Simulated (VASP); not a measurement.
# CeO2 (Fm-3m) in VASP: notebook

CeO2 is run at these levels: LDA; tasks: single point, relaxation of cell and atoms.

Program: VASP 6.6.1. These are calculated values, not measurements. Logs are shortened: lines on timing, memory, paths and dates and some standing lists are left out, and cuts for length are marked.

### Step 1. The cell of the first run

It takes space group Fm-3m (No. 225, cubic). The conventional cell has a = 5.359 Å, b = 5.359 Å, c = 5.359 Å, α = 90.00°, β = 90.00°, γ = 90.00°. Within 3.1 Å of Ce (site symmetry m-3m) lie 8 O at 2.32 Å. O (site symmetry -43m) has 4 Ce at 2.32 Å and 6 O at 2.68 Å within 3.1 Å.

### Step 2. Single point, LDA

INCAR reads:

```
  PREC = Accurate
  ENCUT = 520
  EDIFF = 1E-7
  ISMEAR = 0
  SIGMA = 0.02
  LREAL = False
  LASPH = True
  NELM = 80
  ALGO = Normal
  ISIF = 2
  LWAVE = False
  LCHARG = True
  GGA = CA
  LELF = True
  LVHAR = True
  NBANDS = 19
```

KPOINTS reads:

```
regular mesh
0
Gamma
  10 10 10
```

POSCAR reads:

```
CeO2
1.0
    0.0000000000      2.6793395120      2.6793395120
    2.6793395120      0.0000000000      2.6793395120
    2.6793395120      2.6793395120      0.0000000000
Ce O
1 2
Direct
    0.0000000000      0.0000000000      0.0000000000
    0.2500000000      0.2500000000      0.2500000000
    0.7500000000      0.7500000000      0.7500000000
```

Potentials or basis: VASP PAW LDA potentials, release 64 (Ce, O).

On the command line:

```bash
$ cat potpaw_LDA.64/Ce/POTCAR potpaw_LDA.64/O/POTCAR > POTCAR
$ mpirun -np 1 vasp_std > vasp.out
```

OUTCAR:

```text
PREC = Accurate
   ENCUT = 520
   EDIFF = 1E-7
   ISMEAR = 0
   LREAL = False
   LASPH = True
   NELM = 80
   ISIF = 2
   GGA = CA

 ion  position               nearest neighbor table
   1  0.000  0.000  0.000-   3 2.32   3 2.32   3 2.32   2 2.32   2 2.32   2 2.32   3 2.32   2 2.32

   2  0.250  0.250  0.250-   1 2.32   1 2.32   1 2.32   1 2.32
   3  0.750  0.750  0.750-   1 2.32   1 2.32   1 2.32   1 2.32

  LATTYP: Found a face centered cubic cell.
 ALAT       =     5.3586790240

  Lattice vectors:

 A1 = (   0.0000000000,   2.6793395120,   2.6793395120)
 A2 = (   2.6793395120,   0.0000000000,   2.6793395120)
 A3 = (   2.6793395120,   2.6793395120,   0.0000000000)

Analysis of symmetry for initial positions (statically):
=====================================================================
 Subroutine PRICEL returns:
 Original cell was already a primitive cell.

 Routine SETGRP: Setting up the symmetry group for a
 face centered cubic supercell.

 Subroutine GETGRP returns: Found 48 space group operations
 (whereof 48 operations were pure point group operations)
 out of a pool of 48 trial point group operations.

The static configuration has the point symmetry O_h .

Analysis of symmetry for dynamics (positions and initial velocities):
=====================================================================
 Subroutine PRICEL returns:
 Original cell was already a primitive cell.

 Routine SETGRP: Setting up the symmetry group for a
 face centered cubic supercell.

 Subroutine GETGRP returns: Found 48 space group operations
 (whereof 48 operations were pure point group operations)
 out of a pool of 48 trial point group operations.

The dynamic configuration has the point symmetry O_h .

 Subroutine INISYM returns: Found 48 space group operations
 (whereof 48 operations are pure point group operations),
 and found     1 'primitive' translations

----------------------------------------------------------------------------------------

                                     Primitive cell

  volume of cell :      38.4692

  direct lattice vectors                    reciprocal lattice vectors
     0.000000000  2.679339512  2.679339512    -0.186613155  0.186613155  0.186613155
     2.679339512  0.000000000  2.679339512     0.186613155 -0.186613155  0.186613155
     2.679339512  2.679339512  0.000000000     0.186613155  0.186613155 -0.186613155

  length of vectors
     3.789158276  3.789158276  3.789158276     0.323223466  0.323223466  0.323223466

  position of ions in fractional coordinates (direct lattice)
     0.000000000  0.000000000  0.000000000
     0.250000000  0.250000000  0.250000000
     0.750000000  0.750000000  0.750000000

  ion indices of the primitive-cell ions
   primitive index   ion index
                 1           1
                 2           2
                 3           3

----------------------------------------------------------------------------------------

 KPOINTS: regular mesh

Automatic generation of k-mesh.
 Grid dimensions read from file:
 generate k-points for:   10   10   10

 Generating k-lattice:

  Cartesian coordinates                     Fractional coordinates (reciprocal lattice)
    -0.018661316  0.018661316  0.018661316     0.100000000  0.000000000  0.000000000
     0.018661316 -0.018661316  0.018661316     0.000000000  0.100000000  0.000000000
     0.018661316  0.018661316 -0.018661316     0.000000000  0.000000000  0.100000000

  Length of vectors
     0.032322347  0.032322347  0.032322347

  Shift w.r.t. Gamma in fractional coordinates (k-lattice)
     0.000000000  0.000000000  0.000000000

 Subroutine IBZKPT returns following result:
 ===========================================

 Found     47 irreducible k-points:

 Following reciprocal coordinates:
            Coordinates               Weight
  0.000000  0.000000  0.000000      1.000000
  0.100000  0.000000  0.000000      8.000000
  0.200000  0.000000  0.000000      8.000000
  0.300000  0.000000  0.000000      8.000000
  0.400000  0.000000  0.000000      8.000000
  0.500000  0.000000  0.000000      4.000000
[... 16 lines left out ...]
  0.300000  0.300000  0.000000      6.000000
  0.400000  0.300000  0.000000     24.000000
 [... further k-points ...]
   k-points           NKPTS =     47   k-points in BZ     NKDIM =     47   number of bands    NBANDS=     19
   number of dos      NEDOS =    301   number of ions     NIONS =      3
   total plane-waves  NPLWV =  21952
   dimension x,y,z NGX =    28 NGY =   28 NGZ =   28
   dimension x,y,z NGXF=    56 NGYF=   56 NGZF=   56
   ions per type =               1   2
   NGX,Y,Z   is equivalent  to a cutoff of  12.28, 12.28, 12.28 a.u.
   NGXF,Y,Z  is equivalent  to a cutoff of  24.57, 24.57, 24.57 a.u.
 SYSTEM =  unknown system
   PREC   = accura    normal or accurate (medium, high low for compatibility)
   ISTART =      0    job   : 0-new  1-cont  2-samecut
   ICHARG =      2    charge: 1-file 2-atom 10-const
   ISPIN  =      1    spin polarized calculation?
   LNONCOLLINEAR =      F non collinear calculations
   LSORBIT =      F    spin-orbit coupling
   LASPH  =      T    aspherical Exc in radial PAW
   ENCUT  =  520.0 eV  38.22 Ry    6.18 a.u.   7.05  7.05  7.05*2*pi/ulx,y,z
   NELM   =     80;   NELMIN=  2; NELMDL= -5     # of ELM steps
   EDIFF  = 0.1E-06   stopping-criterion for ELM
   LREAL  =      F    real-space projection
   EDIFFG = 0.1E-05   stopping-criterion for IOM
   NSW    =      0    number of steps for IOM
   IBRION =     -1    ionic relax: 0-MD 1-quasi-New 2-CG
   NFREE  =      0    steps in history (QN), initial steepest desc. (CG)
   ISIF   =      2    stress and relaxation
   ISYM   =      2    0-nonsym 1-usesym 2-fastsym
   POTIM  = 0.5000    time-step for ionic-motion
   TEBEG  =    0.0;   TEEND  =   0.0 temperature during run
   PSTRESS=    0.0 pullay stress
   NELECT =      24.0000    total number of electrons
   NUPDOWN=      -1.0000    fix difference up-down
   EMIN   =  10.00;   EMAX   =-10.00  energy-range for DOS
   EFERMI =   0.00;   METHOD = LEGACY
   ISMEAR =     0;   SIGMA  =   0.02  broadening in eV -4-tet -1-fermi 0-gaus
   EFERMI_NEDOS =   21; number of points for ismear=-14 and -15
   IALGO  =     38    algorithm
   IMIX   =      4    mixing-type and parameters
     AMIX     =   0.40;   BMIX     =  1.00
     AMIX_MAG =   1.60;   BMIX_MAG =  1.00
  volume/ion in A,a.u.               =      12.82        86.53
  Fermi-wavevector in a.u.,A,eV,Ry     =   1.398860  2.643462 26.623996  1.956809
  Thomas-Fermi vector in A             =   2.521976
   LORBIT       =      0    0 simple, 1 ext, 2 COOP (PROOUT), +10 PAW based schemes
   GGA     = CA    functional components
   LHFCALC =     F    Hartree Fock is set to
   AEXX    =    0.0000 exact exchange contribution
   IVDW    =     0    specifies the selected vdW correction
   LEPSILON=     F    determine dielectric tensor
   LRPA    =     F    only Hartree local field effects (RPA)
 non-spin polarized calculation
 Gauss-broadening in eV      SIGMA  =   0.02
  energy-cutoff  :      520.00
  volume of cell :       38.47
 maximum number of plane-waves:      1056
   NGX = 15   NGY = 15   NGZ = 15

 number of electron      24.0000008 magnetization

 Free energy of the ion-electron system (eV)
  ---------------------------------------------------
  ext. energy  EPLUGINS =         0.00000000
  ---------------------------------------------------
  free energy    TOTEN  =       -28.85369588 eV

  energy without entropy =      -28.85369588  energy(sigma->0) =      -28.85369588

 E-fermi :   5.4366     XC(G=0): -11.9689

 val. band max:        5.2720029655   @ k =  -0.3000   0.3000   0.0000
 cond. band min:       7.2394628037   @ k =   0.5000   0.0000   0.0000
 fundamental gap:      1.9674598382
 Fermi energy:         5.4365663862

 k-point     1 :       0.0000    0.0000    0.0000
  band No.  band energies     occupation
      1     -26.8450      2.00000
      2     -10.8070      2.00000
      3      -9.8175      2.00000
      4      -9.0237      2.00000
      5      -9.0237      2.00000
      6      -9.0237      2.00000
[... 11 lines left out ...]
     18       8.3054      0.00000
     19       8.3054      0.00000

 k-point     2 :       0.1000    0.0000    0.0000
  band No.  band energies     occupation
      1     -26.8215      2.00000
      2     -11.2200      2.00000
      3      -9.9057      2.00000
      4      -9.0525      2.00000
      5      -9.0525      2.00000
      6      -8.6053      2.00000
[... 11 lines left out ...]
     18       8.2362      0.00000
     19       8.2362      0.00000

 k-point     3 :       0.2000    0.0000    0.0000
  band No.  band energies     occupation
      1     -26.7596      2.00000
      2     -11.9361      2.00000
      3     -10.1520      2.00000
      4      -9.1263      2.00000
      5      -9.1263      2.00000
      6      -7.8328      2.00000
[... 11 lines left out ...]
     18       8.1260      0.00000
     19       8.1260      0.00000

 k-point     4 :       0.3000    0.0000    0.0000
  band No.  band energies     occupation
      1     -26.6817      2.00000
      2     -12.5802      2.00000
      3     -10.4281      2.00000
      4      -9.2142      2.00000
      5      -9.2142      2.00000
      6      -7.1009      2.00000
[... 11 lines left out ...]
     18       8.0881      0.00000
     19       8.0881      0.00000

 k-point     5 :       0.4000    0.0000    0.0000
  band No.  band energies     occupation
      1     -26.6167      2.00000
      2     -13.0162      2.00000
      3     -10.6290      2.00000
      4      -9.2828      2.00000
      5      -9.2828      2.00000
      6      -6.5832      2.00000
[... 11 lines left out ...]
     18       8.1155      0.00000
     19       8.1739      0.00000

 k-point     6 :       0.5000    0.0000    0.0000
  band No.  band energies     occupation
      1     -26.5916      2.00000
      2     -13.1702      2.00000
      3     -10.7014      2.00000
      4      -9.3085      2.00000
      5      -9.3085      2.00000
      6      -6.3958      2.00000
[... 11 lines left out ...]
     18       8.1391      0.00000
     19       8.2307      0.00000

 k-point     7 :       0.1000    0.1000    0.0000
  band No.  band energies     occupation
      1     -26.8137      2.00000
      2     -11.3276      2.00000
      3      -9.9098      2.00000
      4      -9.0983      2.00000
      5      -9.0983      2.00000
      6      -8.4491      2.00000
[... 11 lines left out ...]
     18       8.2538      0.00000
     19       8.2538      0.00000

 k-point     8 :       0.2000    0.1000    0.0000
  band No.  band energies     occupation
      1     -26.7648      2.00000
      2     -11.8639      2.00000
      3     -10.1795      2.00000
      4      -9.1848      2.00000
      5      -9.0296      2.00000
      6      -7.8977      2.00000
[... 256 lines left out ...]
 k-point    20 :      -0.4000    0.2000    0.0000
  band No.  band energies     occupation
      1     -26.5570      2.00000
      2     -12.9336      2.00000
      3     -11.8728      2.00000
      4      -9.4089      2.00000
      5      -8.0768      2.00000
      6      -6.8032      2.00000
[... 11 lines left out ...]
     18       7.9253      0.00000
     19       8.3145      0.00000

 k-point    21 :      -0.3000    0.2000    0.0000
  band No.  band energies     occupation
      1     -26.5927      2.00000
      2     -12.7495      2.00000
      3     -11.7506      2.00000
      4      -9.3131      2.00000
      5      -8.0301      2.00000
      6      -7.1176      2.00000
[... 11 lines left out ...]
     18       7.8782      0.00000
     19       8.2194      0.00000

 k-point    22 :      -0.2000    0.2000    0.0000
  band No.  band energies     occupation
      1     -26.6543      2.00000
      2     -12.5172      2.00000
      3     -11.2682      2.00000
      4      -9.2084      2.00000
      5      -8.3103      2.00000
      6      -7.3915      2.00000
[... 11 lines left out ...]
     18       7.8980      0.00000
     19       8.1101      0.00000

 k-point    23 :       0.3000    0.3000    0.0000
  band No.  band energies     occupation
      1     -26.6269      2.00000
      2     -12.8752      2.00000
      3     -10.3992      2.00000
      4      -9.5035      2.00000
      5      -9.5035      2.00000
      6      -6.5312      2.00000
[... 11 lines left out ...]
     18       7.9581      0.00000
     19       8.1282      0.00000

 k-point    24 :       0.4000    0.3000    0.0000
  band No.  band energies     occupation
      1     -26.5752      2.00000
      2     -13.1079      2.00000
      3     -10.9128      2.00000
      4      -9.5800      2.00000
      5      -9.1653      2.00000
      6      -6.2523      2.00000
[... 11 lines left out ...]
     18       7.9304      0.00000
     19       8.2625      0.00000

 [... further k-points ...]

------------------------ aborting loop because EDIFF is reached ----------------------------------------

  FORCE on cell =-STRESS in cart. coord.  units (eV):
  Direction    XX          YY          ZZ          XY          YZ          ZX
  --------------------------------------------------------------------------------------
  -------------------------------------------------------------------------------------
  Total        0.0966444      0.0966444      0.0966444     -0.0000000      0.0000000      0.0000000
  in kB        4.0250776      4.0250776      4.0250776     -0.0000000      0.0000000      0.0000000
  external PRESSURE =       4.0250776 kB  Pullay stress =       0.0000000 kB

 VOLUME and BASIS-vectors are now :
 -----------------------------------------------------------------------------
  energy-cutoff  :      520.00
  volume of cell :       38.47
      direct lattice vectors                 reciprocal lattice vectors
     0.000000000  2.679339512  2.679339512    -0.186613155  0.186613155  0.186613155
     2.679339512  0.000000000  2.679339512     0.186613155 -0.186613155  0.186613155
     2.679339512  2.679339512  0.000000000     0.186613155  0.186613155 -0.186613155

 POSITION                                       TOTAL-FORCE (eV/Angst)
 -----------------------------------------------------------------------------------
      0.00000      0.00000      0.00000         0.000000      0.000000      0.000000
      1.33967      1.33967      1.33967        -0.000000     -0.000000     -0.000000
      4.01901      4.01901      4.01901         0.000000      0.000000     -0.000000
 -----------------------------------------------------------------------------------
    total drift:                                0.000000      0.000000      0.000000

  FREE ENERGIE OF THE ION-ELECTRON SYSTEM (eV)
  ---------------------------------------------------
  free  energy   TOTEN  =       -28.8536958751 eV

  energy  without entropy=      -28.8536958751  energy(sigma->0) =      -28.85369588
```

It took 66 s on 1 thread of Intel Xeon Platinum 8375C at 2.90GHz (Ice Lake), shared host; peak memory 0.18 GiB.

Results:

```
Free energy            : -28.8537 eV
Pressure               : 0.4 GPa
Band gap on the k mesh : 1.97 eV (least direct gap 2.05 eV)
```

Levels at points of the mesh, in eV from the valence-band top:
```
           k point  band 8  band 9  band 10  band 11  band 12  band 13  band 14  band 15  band 16  band 17
(0.00, 0.00, 0.00)   -4.09   -4.09    -0.69    -0.69    -0.69     2.31     2.31     2.31     2.61     3.03
(0.50, 0.00, 0.00)   -3.19   -1.30    -1.26    -0.82    -0.82     1.97     2.17     2.17     2.32     2.87
(0.50, 0.50, 0.00)   -1.17   -1.17    -0.87    -0.87    -0.70     1.99     2.13     2.13     2.32     2.66
```

Caveat: spin-orbit coupling is left out, which moves the levels of the heavy elements; semilocal functionals describe open f shells poorly, which spoils levels, moments and volumes. A k mesh can miss the band edges.

### Step 3. Relaxation of cell and atoms, LDA

This run uses another cell than the first one, of 13.18 Å³/atom.

INCAR reads:

```
SYSTEM = CeO2
ALGO     = Normal         ! electronic algorithm
EDIFF    = 1E-7           ! SCF threshold, eV
EDIFFG   = -0.002         ! ionic threshold
ENCUT    = 600            ! plane-wave cutoff, eV
GGA      = CA             ! functional
IBRION   = 2              ! ionic algorithm
ISIF     = 3              ! what is computed and relaxed
ISMEAR   = 0              ! smearing method
LASPH    = .True.         ! aspherical terms in the spheres
LCHARG   = .False.        ! write CHGCAR
LREAL    = .False.        ! projectors in reciprocal space
LWAVE    = .False.        ! write WAVECAR
NELM     = 100            ! most SCF steps
NSW      = 100            ! ionic steps
PREC     = Accurate       ! precision mode
SIGMA    = 0.02           ! smearing width, eV
```

KPOINTS reads:

```
k-points
0
Gamma
  10 10 10
  0 0 0
```

POSCAR reads:

```
CeO2
1.0
    0.0000000000      2.7036500000      2.7036500000
    2.7036500000      0.0000000000      2.7036500000
    2.7036500000      2.7036500000      0.0000000000
Ce O
1 2
Direct
    0.0000000000      0.0000000000      0.0000000000
    0.2500000000      0.2500000000      0.2500000000
    0.7500000000      0.7500000000      0.7500000000
```

Potentials or basis: VASP PAW LDA potentials, release 64 (Ce, O).

On the command line:

```bash
$ cat potpaw_LDA.64/Ce/POTCAR potpaw_LDA.64/O/POTCAR > POTCAR
$ mpirun -np 1 vasp_std > vasp.out
```

Wall time 2.9 min (1 thread of Intel Xeon Platinum 8375C at 2.90GHz (Ice Lake), shared host); peak memory 0.2 GiB.

The run converged. Its results:

```yaml
Free_energy: -28.8616 eV
Relaxed_volume: 12.84 Å³/atom
Relaxed_cell: a = 3.791 Å, b = 3.791 Å, c = 3.791 Å, α = 60.00°, β = 60.00°, γ = 60.00°
Space_group_after_relaxing_to_0.1_Å: Fm-3m (No. 225)
Energy_gained_by_relaxing: 5.3 meV/atom
Ionic_steps: 6
Pressure_after_relaxing: 0.0 GPa
Band_gap_on_the_k_mesh: 1.96 eV (least direct gap 2.04 eV)
```

Step by step:
| step | energy change (eV) | largest force (eV/Å) | pressure (GPa) | volume (Å³) |
| --- | --- | --- | --- | --- |
| 1 | 0.0000 | 0.0000 | -4.95 | 39.53 |
| 2 | 0.0130 | 0.0000 | 7.43 | 37.24 |
| 3 | -0.0158 | 0.0000 | -0.04 | 38.53 |
| 4 | -0.0158 | 0.0000 | 0.06 | 38.51 |
| 5 | -0.0158 | 0.0000 | -0.06 | 38.54 |
| 6 | -0.0158 | 0.0000 | 0.00 | 38.52 |

Final structure:
```
Ce O
1.0
     0.00000    2.68063    2.68063
     2.68063    0.00000    2.68063
     2.68063    2.68063    0.00000
Ce O
1 2
Direct
  0.00000 0.00000 0.00000
  0.25000 0.25000 0.25000
  0.75000 0.75000 0.75000
```

Levels at points of the mesh, in eV from the valence-band top:
```tsv
k point	band 10	band 11	band 12	band 13	band 14	band 15
(0.00, 0.00, 0.00)	-0.68	-0.68	-0.68	2.30	2.30	2.30
(0.50, 0.00, 0.00)	-1.26	-0.82	-0.82	1.96	2.16	2.16
(0.50, 0.50, 0.00)	-0.86	-0.86	-0.69	1.99	2.13	2.13
```

Caveat: spin-orbit coupling is left out, which moves the levels of the heavy elements; semilocal functionals describe open f shells poorly, which spoils levels, moments and volumes. LDA usually gives volumes a few per cent too small.
